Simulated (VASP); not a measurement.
Input of a VASP 6.6.1 run:

The input INCAR:

```
SYSTEM = Si5O
PREC = Accurate
ENCUT = 520
EDIFF = 1E-7
ISMEAR = 0
SIGMA = 0.1
LREAL = .False.
LASPH = .True.
NELM = 150
ALGO = Normal
ISIF = 2
LWAVE = .False.
LCHARG = .False.
ISPIN = 2
MAGMOM = 0 0 0 0 0 1
LORBIT = 11
GGA = PE
NBANDS = 26
```

KPOINTS

```
regular mesh
0
Gamma
  6 6 2
  0 0 0
```

File POSCAR:

```
Si5O
1.0
    4.8849305530      0.0000000000      0.0000000000
   -2.4424652765      4.2304739547      0.0000000000
    0.0000000000      0.0000000000      5.8219466076
Si O
5 1
Direct
    0.0000000000      0.0000000000      0.7828111896
    0.0000000000      0.0000000000      0.2171888104
    0.5000000000      0.0000000000      0.0000000000
    0.0000000000      0.5000000000      0.0000000000
    0.5000000000      0.5000000000      0.0000000000
    0.0000000000      0.0000000000      0.5000000000
```

Potentials or basis: VASP PAW PBE potentials, release 64 (Si, O).

Command:

```console
$ cat potpaw_PBE.64/Si/POTCAR potpaw_PBE.64/O/POTCAR > POTCAR
$ mpirun -np 1 vasp_std > vasp.out
```

(1) Predict the band gap on the k mesh.

(2) Estimate the net moment.

(3) What does it give for the pressure?

Answers

(1) zero (filled and empty bands overlap).

(2) 0.00 μB per cell.

(3) 0.0 GPa.

Caveat: the k points lie up to 0.54 Å⁻¹ apart.
